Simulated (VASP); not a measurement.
# InO3 (ReO3 type) (Pm-3m) in VASP: notebook

InO3 (ReO3 type) is run at these levels: PBE; tasks: single point.

Program: VASP 6.6.1. These are calculated values, not measurements. Logs are shortened: lines on timing, memory, paths and dates and some standing lists are left out, and cuts for length are marked.

### Step 1. The cell of the first run

Symmetry: Pm-3m, No. 221, cubic system. Conventional cell: a = 4.156 Å, b = 4.156 Å, c = 4.156 Å, α = 90.00°, β = 90.00°, γ = 90.00°. In (site symmetry m-3m) has 6 O at 2.08 Å within 2.8 Å. O (site symmetry 4/mmm) has 2 In at 2.08 Å within 2.8 Å.

### Step 2. Single point, PBE

INCAR

```
SYSTEM = InO3
ALGO = Normal
EDIFF = 1E-6
ENCUT = 520
GGA = PE
ISIF = 2
ISMEAR = -1
LASPH = .TRUE.
LCHARG = .FALSE.
LREAL = .FALSE.
LWAVE = .FALSE.
NBANDS = 24
NELM = 100
PREC = Accurate
SIGMA = 0.06122561905347299
```

KPOINTS

```
k-points
0
G
  13 13 13
  0 0 0
```

POSCAR

```
InO3
1.0
    4.1556029224      0.0000000000      0.0000000000
    0.0000000000      4.1556029224      0.0000000000
    0.0000000000      0.0000000000      4.1556029224
In O
1 3
Direct
    0.0000000000      0.0000000000      0.0000000000
    0.5000000000      0.0000000000      0.0000000000
    0.0000000000      0.5000000000      0.0000000000
    0.0000000000      0.0000000000      0.5000000000
```

Potentials or basis: VASP PAW PBE potentials, release 64 (In_d, O).

Command:

```sh
> cat potpaw_PBE.64/In_d/POTCAR potpaw_PBE.64/O/POTCAR > POTCAR
> mpirun -np 1 vasp_std > vasp.out
```

OUTCAR:

```text
SYSTEM = InO3
   EDIFF = 1E-6
   ENCUT = 520
   GGA = PE
   ISIF = 2
   ISMEAR = -1
   LASPH = .TRUE.
   LREAL = .FALSE.
   NELM = 100
   PREC = Accurate

 ion  position               nearest neighbor table
   1  0.000  0.000  0.000-   2 2.08   3 2.08   4 2.08   4 2.08   3 2.08   2 2.08
   2  0.500  0.000  0.000-   1 2.08   1 2.08
   3  0.000  0.500  0.000-   1 2.08   1 2.08
   4  0.000  0.000  0.500-   1 2.08   1 2.08

  LATTYP: Found a simple cubic cell.
 ALAT       =     4.1556029224

  Lattice vectors:

 A1 = (   4.1556029224,   0.0000000000,   0.0000000000)
 A2 = (   0.0000000000,   4.1556029224,   0.0000000000)
 A3 = (   0.0000000000,   0.0000000000,   4.1556029224)

Analysis of symmetry for initial positions (statically):
=====================================================================
 Subroutine PRICEL returns:
 Original cell was already a primitive cell.

 Routine SETGRP: Setting up the symmetry group for a
 simple cubic supercell.

 Subroutine GETGRP returns: Found 48 space group operations
 (whereof 48 operations were pure point group operations)
 out of a pool of 48 trial point group operations.

The static configuration has the point symmetry O_h .

Analysis of symmetry for dynamics (positions and initial velocities):
=====================================================================
 Subroutine PRICEL returns:
 Original cell was already a primitive cell.

 Routine SETGRP: Setting up the symmetry group for a
 simple cubic supercell.

 Subroutine GETGRP returns: Found 48 space group operations
 (whereof 48 operations were pure point group operations)
 out of a pool of 48 trial point group operations.

The dynamic configuration has the point symmetry O_h .

 Subroutine INISYM returns: Found 48 space group operations
 (whereof 48 operations are pure point group operations),
 and found     1 'primitive' translations

----------------------------------------------------------------------------------------

                                     Primitive cell

  volume of cell :      71.7633

  direct lattice vectors                    reciprocal lattice vectors
     4.155602922  0.000000000  0.000000000     0.240638968  0.000000000  0.000000000
     0.000000000  4.155602922  0.000000000     0.000000000  0.240638968  0.000000000
     0.000000000  0.000000000  4.155602922     0.000000000  0.000000000  0.240638968

  length of vectors
     4.155602922  4.155602922  4.155602922     0.240638968  0.240638968  0.240638968

  position of ions in fractional coordinates (direct lattice)
     0.000000000  0.000000000  0.000000000
     0.500000000  0.000000000  0.000000000
     0.000000000  0.500000000  0.000000000
     0.000000000  0.000000000  0.500000000

  ion indices of the primitive-cell ions
   primitive index   ion index
                 1           1
                 2           2
                 3           3
                 4           4

----------------------------------------------------------------------------------------

 KPOINTS: k-points

Automatic generation of k-mesh.
 Grid dimensions read from file:
 generate k-points for:   13   13   13

 Generating k-lattice:

  Cartesian coordinates                     Fractional coordinates (reciprocal lattice)
     0.018510690  0.000000000  0.000000000     0.076923077  0.000000000  0.000000000
     0.000000000  0.018510690  0.000000000     0.000000000  0.076923077  0.000000000
     0.000000000  0.000000000  0.018510690     0.000000000  0.000000000  0.076923077

  Length of vectors
     0.018510690  0.018510690  0.018510690

  Shift w.r.t. Gamma in fractional coordinates (k-lattice)
     0.000000000  0.000000000  0.000000000

 Subroutine IBZKPT returns following result:
 ===========================================

 Found     84 irreducible k-points:

 Following reciprocal coordinates:
            Coordinates               Weight
  0.000000  0.000000  0.000000      1.000000
  0.076923  0.000000  0.000000      6.000000
  0.153846  0.000000  0.000000      6.000000
  0.230769  0.000000  0.000000      6.000000
  0.307692  0.000000  0.000000      6.000000
  0.384615  0.000000  0.000000      6.000000
[... 16 lines left out ...]
  0.307692  0.307692  0.000000     12.000000
  0.384615  0.307692  0.000000     24.000000
 [... further k-points ...]
   k-points           NKPTS =     84   k-points in BZ     NKDIM =     84   number of bands    NBANDS=     24
   number of dos      NEDOS =    301   number of ions     NIONS =      4
   total plane-waves  NPLWV =  32768
   dimension x,y,z NGX =    32 NGY =   32 NGZ =   32
   dimension x,y,z NGXF=    64 NGYF=   64 NGZF=   64
   ions per type =               1   3
   NGX,Y,Z   is equivalent  to a cutoff of  12.80, 12.80, 12.80 a.u.
   NGXF,Y,Z  is equivalent  to a cutoff of  25.60, 25.60, 25.60 a.u.
 SYSTEM =  InO3
   PREC   = accura    normal or accurate (medium, high low for compatibility)
   ISTART =      0    job   : 0-new  1-cont  2-samecut
   ICHARG =      2    charge: 1-file 2-atom 10-const
   ISPIN  =      1    spin polarized calculation?
   LNONCOLLINEAR =      F non collinear calculations
   LSORBIT =      F    spin-orbit coupling
   LASPH  =      T    aspherical Exc in radial PAW
   ENCUT  =  520.0 eV  38.22 Ry    6.18 a.u.   7.73  7.73  7.73*2*pi/ulx,y,z
   NELM   =    100;   NELMIN=  2; NELMDL= -5     # of ELM steps
   EDIFF  = 0.1E-05   stopping-criterion for ELM
   LREAL  =      F    real-space projection
   EDIFFG = 0.1E-04   stopping-criterion for IOM
   NSW    =      0    number of steps for IOM
   IBRION =     -1    ionic relax: 0-MD 1-quasi-New 2-CG
   NFREE  =      0    steps in history (QN), initial steepest desc. (CG)
   ISIF   =      2    stress and relaxation
   ISYM   =      2    0-nonsym 1-usesym 2-fastsym
   POTIM  = 0.5000    time-step for ionic-motion
   TEBEG  =    0.0;   TEEND  =   0.0 temperature during run
   PSTRESS=    0.0 pullay stress
   NELECT =      31.0000    total number of electrons
   NUPDOWN=      -1.0000    fix difference up-down
   EMIN   =  10.00;   EMAX   =-10.00  energy-range for DOS
   EFERMI =   0.00;   METHOD = LEGACY
   ISMEAR =    -1;   SIGMA  =   0.06  broadening in eV -4-tet -1-fermi 0-gaus
   EFERMI_NEDOS =   21; number of points for ismear=-14 and -15
   IALGO  =     38    algorithm
   IMIX   =      4    mixing-type and parameters
     AMIX     =   0.40;   BMIX     =  1.00
     AMIX_MAG =   1.60;   BMIX_MAG =  1.00
  volume/ion in A,a.u.               =      17.94       121.07
  Fermi-wavevector in a.u.,A,eV,Ry     =   1.237546  2.338623 20.837596  1.531520
  Thomas-Fermi vector in A             =   2.372109
   LORBIT       =      0    0 simple, 1 ext, 2 COOP (PROOUT), +10 PAW based schemes
   GGA     = PE    functional components
   LHFCALC =     F    Hartree Fock is set to
   AEXX    =    0.0000 exact exchange contribution
   IVDW    =     0    specifies the selected vdW correction
   LEPSILON=     F    determine dielectric tensor
   LRPA    =     F    only Hartree local field effects (RPA)
 non-spin polarized calculation
  energy-cutoff  :      520.00
  volume of cell :       71.76
 maximum number of plane-waves:      1950
 NGX is ok and might be reduce to    32
   NGX = 15   NGY = 15   NGZ = 15

 number of electron      31.0000003 magnetization

 Free energy of the ion-electron system (eV)
  ---------------------------------------------------
  ext. energy  EPLUGINS =         0.00000000
  ---------------------------------------------------
  free energy    TOTEN  =       -16.19206643 eV

  energy without entropy =      -16.08828401  energy(sigma->0) =      -16.14017522

 E-fermi :  -1.0292     XC(G=0):  -8.3149

 val. band max:       -1.0313681222   @ k =   0.3846   0.1538   0.1538
 cond. band min:      -1.0265637582   @ k =   0.4615   0.3846   0.2308
 fundamental gap:      0.0048043640
 Fermi energy:        -1.0291897286

 k-point     1 :       0.0000    0.0000    0.0000
  band No.  band energies     occupation
      1     -17.9536      2.00000
      2     -17.5255      2.00000
      3     -17.5255      2.00000
      4     -12.5468      2.00000
      5     -12.5468      2.00000
      6     -12.5468      2.00000
[... 16 lines left out ...]
     23      13.4522      0.00000
     24      13.4522      0.00000

 k-point     2 :       0.0769    0.0000    0.0000
  band No.  band energies     occupation
      1     -17.9379      2.00000
      2     -17.5251      2.00000
      3     -17.5095      2.00000
      4     -12.5500      2.00000
      5     -12.5500      2.00000
      6     -12.5468      2.00000
[... 16 lines left out ...]
     23      13.4361      0.00000
     24      13.9517      0.00000

 k-point     3 :       0.1538    0.0000    0.0000
  band No.  band energies     occupation
      1     -17.8992      2.00000
      2     -17.5239      2.00000
      3     -17.4575      2.00000
      4     -12.5589      2.00000
      5     -12.5589      2.00000
      6     -12.5466      2.00000
[... 16 lines left out ...]
     23      13.5420      0.00000
     24      14.4554      0.00000

 k-point     4 :       0.2308    0.0000    0.0000
  band No.  band energies     occupation
      1     -17.8557      2.00000
      2     -17.5222      2.00000
      3     -17.3641      2.00000
      4     -12.5713      2.00000
      5     -12.5713      2.00000
      6     -12.5464      2.00000
[... 16 lines left out ...]
     23      13.8371      0.00000
     24      14.7421      0.00000

 k-point     5 :       0.3077    0.0000    0.0000
  band No.  band energies     occupation
      1     -17.8217      2.00000
      2     -17.5204      2.00000
      3     -17.2380      2.00000
      4     -12.5843      2.00000
      5     -12.5843      2.00000
      6     -12.5461      2.00000
[... 451 lines left out ...]
 k-point    22 :       0.4615    0.2308    0.0000
  band No.  band energies     occupation
      1     -17.6864      2.00000
      2     -17.3651      2.00000
      3     -17.0238      2.00000
      4     -12.9132      2.00000
      5     -12.6286      2.00000
      6     -12.6005      2.00000
[... 16 lines left out ...]
     23      13.0142      0.00000
     24      14.1936      0.00000

 k-point    23 :       0.3077    0.3077    0.0000
  band No.  band energies     occupation
      1     -17.6829      2.00000
      2     -17.2660      2.00000
      3     -17.2042      2.00000
      4     -12.6650      2.00000
      5     -12.6251      2.00000
      6     -12.5836      2.00000
[... 16 lines left out ...]
     23      12.8913      0.00000
     24      14.2539      0.00000

 k-point    24 :       0.3846    0.3077    0.0000
  band No.  band energies     occupation
      1     -17.6672      2.00000
      2     -17.2364      2.00000
      3     -17.1003      2.00000
      4     -12.8764      2.00000
      5     -12.6368      2.00000
      6     -12.5941      2.00000
[... 16 lines left out ...]
     23      13.0848      0.00000
     24      14.1980      0.00000

 [... further k-points ...]

------------------------ aborting loop because EDIFF is reached ----------------------------------------

  FORCE on cell =-STRESS in cart. coord.  units (eV):
  Direction    XX          YY          ZZ          XY          YZ          ZX
  --------------------------------------------------------------------------------------
  -------------------------------------------------------------------------------------
  Total        1.3925951      1.3925951      1.3925951      0.0000000      0.0000000     -0.0000000
  in kB       31.0909021     31.0909021     31.0909021      0.0000000      0.0000000     -0.0000000
  external PRESSURE =      31.0909021 kB  Pullay stress =       0.0000000 kB

 VOLUME and BASIS-vectors are now :
 -----------------------------------------------------------------------------
  energy-cutoff  :      520.00
  volume of cell :       71.76
      direct lattice vectors                 reciprocal lattice vectors
     4.155602922  0.000000000  0.000000000     0.240638968  0.000000000  0.000000000
     0.000000000  4.155602922  0.000000000     0.000000000  0.240638968  0.000000000
     0.000000000  0.000000000  4.155602922     0.000000000  0.000000000  0.240638968

 POSITION                                       TOTAL-FORCE (eV/Angst)
 -----------------------------------------------------------------------------------
      0.00000      0.00000      0.00000         0.000000      0.000000      0.000000
      2.07780      0.00000      0.00000         0.000000      0.000000      0.000000
      0.00000      2.07780      0.00000         0.000000      0.000000      0.000000
      0.00000      0.00000      2.07780         0.000000      0.000000      0.000000
 -----------------------------------------------------------------------------------
    total drift:                                0.000000      0.000000     -0.000000

  FREE ENERGIE OF THE ION-ELECTRON SYSTEM (eV)
  ---------------------------------------------------
  free  energy   TOTEN  =       -16.1920664291 eV

  energy  without entropy=      -16.0882840133  energy(sigma->0) =      -16.14017522
```

Run time: 34 s. Hardware: 1 thread of Intel Xeon 6975P-C (Granite Rapids), shared host; peak memory 0.25 GiB.

Results:

- Free energy: -16.1921 eV
- Pressure: 3.1 GPa

Levels at points of the mesh, in eV from the Fermi level:
| k point | band 12 | band 13 | band 14 | band 15 | band 16 | band 17 | band 18 | band 19 | band 20 | band 21 |
| --- | --- | --- | --- | --- | --- | --- | --- | --- | --- | --- |
| (0.00, 0.00, 0.00) | -0.29 | -0.29 | -0.29 | -0.27 | -0.27 | -0.27 | 4.25 | 8.72 | 14.31 | 14.31 |

Caveat: spin-orbit coupling is left out, which moves the levels of the heavy elements; an odd number of electrons without spin polarisation forces a metal; a magnetic or distorted state may lie lower.

### Step 3. Single point, PBE

This run uses another cell than the first one, of 18.31 Å³/atom, 1.021 times its volume.

INCAR

```
SYSTEM = InO3
PREC = Accurate
ENCUT = 520
EDIFF = 1E-6
ISMEAR = -1
SIGMA = 0.06122561905347299
LREAL = .False.
LASPH = .True.
NELM = 100
ALGO = Normal
ISIF = 2
LWAVE = .False.
LCHARG = .False.
GGA = PE
NBANDS = 24
```

KPOINTS

```
Automatic mesh
0
Gamma
  13 13 13
  0 0 0
```

POSCAR

```
InO3
1.0
    4.1842631586      0.0000000000      0.0000000000
    0.0000000000      4.1842631586      0.0000000000
    0.0000000000      0.0000000000      4.1842631586
In O
1 3
Direct
    0.0000000000      0.0000000000      0.0000000000
    0.5000000000      0.0000000000      0.0000000000
    0.0000000000      0.5000000000      0.0000000000
    0.0000000000      0.0000000000      0.5000000000
```

Potentials or basis: VASP PAW PBE potentials, release 64 (In_d, O).

Command:

```sh
> cat potpaw_PBE.64/In_d/POTCAR potpaw_PBE.64/O/POTCAR > POTCAR
> mpirun -np 1 vasp_std > vasp.out
```

Run time: 36 s. Hardware: 1 thread of Intel Xeon 6975P-C (Granite Rapids), shared host; peak memory 0.25 GiB.

Results (log left out):

```
Free energy : -16.2154 eV
Pressure    : 1.6 GPa
```

Levels at points of the mesh, in eV from the Fermi level:
```
           k point  band 13  band 14  band 15  band 16  band 17  band 18  band 19  band 20
(0.00, 0.00, 0.00)    -0.27    -0.27    -0.25    -0.25    -0.25     4.05     8.68    14.22
```

Caveat: spin-orbit coupling is left out, which moves the levels of the heavy elements; an odd number of electrons without spin polarisation forces a metal; a magnetic or distorted state may lie lower.
